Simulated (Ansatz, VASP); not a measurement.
# MoS in VASP and in Ansatz

```
Mo S
1.0
     3.02876    0.00000    0.00000
     0.00000    3.02876    0.00000
     0.00000    0.00000    3.02876
Mo S
1 1
Direct
  0.00000 0.00000 0.00000
  0.50000 0.50000 0.50000
```

Alike in both runs: task single point; functional PBE; k mesh 14 × 14 × 14; occupations gaussian, width 0.1 eV; collinear spin; Hubbard terms Mo d U = 4.38 eV.

```csv
,VASP,Ansatz
version,VASP 6.6.1,Ansatz 0.2.0
potentials or method,"VASP PAW PBE potentials, release 64 (Mo_sv, S), cutoff 520 eV","scalar-relativistic, plane waves, PAW"
valence electrons in the cell,20,20
```

Ansatz gave:

* gap on the k mesh at the Fermi level (eV): none
* pressure (GPa): 12.6
* net moment per atom (μB): 0.83
* size of the moment on the site where the two differ most (μB): 1.45

Problem. Which values does VASP return?

Solution. gap on the k mesh at the Fermi level (eV): none; pressure (GPa): 12.5; net moment per atom (μB): 0.77; size of the moment on the site where the two differ most (μB): 1.54.

Site moments also hang on the region over which each program counts them. The programs project onto different local orbitals, so the same U acts differently, and such runs can settle in different states. A gap of «none» marks a metal or a gap that the smearing closes. Ansatz's warnings: filled band counts differ across k points.
